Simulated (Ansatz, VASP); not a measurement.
# Mg2O: VASP beside Ansatz

```
Mg O
1.0
     1.53625    0.88695    5.01315
    -1.53625    0.88695    5.01315
     0.00000   -1.77391    5.01315
Mg O
2 1
Direct
  0.74934 0.74934 0.74934
  0.25066 0.25066 0.25066
  0.00000 0.00000 0.00000
```

Alike in both runs: task single point; functional PBE; k mesh 6 × 6 × 6; occupations gaussian, width 0.1 eV; collinear spin.

```csv
,VASP,Ansatz
version,VASP 6.6.1,Ansatz 0.2.0
potentials or method,"VASP PAW PBE potentials, release 64 (Mg, O), cutoff 600 eV","scalar-relativistic, plane waves, PAW"
valence electrons in the cell,10,26
```

```tsv
	VASP	Ansatz	Ansatz less VASP
gap on the k mesh at the Fermi level (eV)	none	none	-
pressure (GPa)	0.1	0.7	+0.52
traceless stress, the component that is largest in VASP (GPa)	0.74	0.74	+0.004
rms of the force components (eV/Å)	0.002	0.009	+0.0068
net moment per atom (μB)	0.00	0.00	0.000
```

Atom by atom the forces differ by 0.007 eV/Å (rms over components). A gap of «none» marks a metal or a gap that the smearing closes. VASP's potentials hold 10 valence electrons a cell and Ansatz's 26, so a difference there can come from the potentials and not from the codes. Ansatz's warnings: filled band counts differ across k points, seeded moment not kept.

The k mesh is coarse, so the values compare programs but aren't converged.
